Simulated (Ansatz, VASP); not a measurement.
# Al2O: VASP beside Ansatz

```
Al O
1.0
     3.04092    0.03830    0.10480
    -0.10610    6.60698    0.01131
    -0.29211   -1.29138    9.06743
Al O
8 4
Direct
  0.45953 0.97509 0.78464
  0.95871 0.31861 0.70990
  0.95450 0.00311 0.26758
  0.96024 0.59418 0.23644
  0.45936 0.58396 0.47073
  0.45541 0.05246 0.50074
  0.96050 0.61924 0.93031
  0.95772 0.23751 0.06352
  0.46180 0.76022 0.89472
  0.45711 0.16379 0.96036
  0.45632 0.82011 0.59599
  0.45882 0.37171 0.58509
```

Change from the starting cell: the structure that the rattled cell fell into.

Alike in both runs: functional PBE; k mesh 6 × 4 × 2; occupations gaussian, width 0.1 eV; no spin polarisation.

Ansatz relaxed the structure, and its values are those at the end. VASP's run is a single point on that final structure, the one shown.

|  | VASP | Ansatz |
| --- | --- | --- |
| version | VASP 6.6.1 | Ansatz 0.2.0 |
| potentials or method | VASP PAW PBE potentials, release 64 (Al, O), cutoff 520 eV | scalar-relativistic, plane waves, PAW |
| valence electrons in the cell | 48 | 48 |

```csv
,VASP,Ansatz,Ansatz less VASP
gap on the k mesh at the Fermi level (eV),none,none,-
pressure (GPa),-0.1,0.0,+0.08
rms of the force components (eV/Å),0.007,0.009,+0.0013
```

A gap of «none» marks a metal or a gap that the smearing closes. With one functional, cell and mesh, what is left measures potentials, basis and numerics.
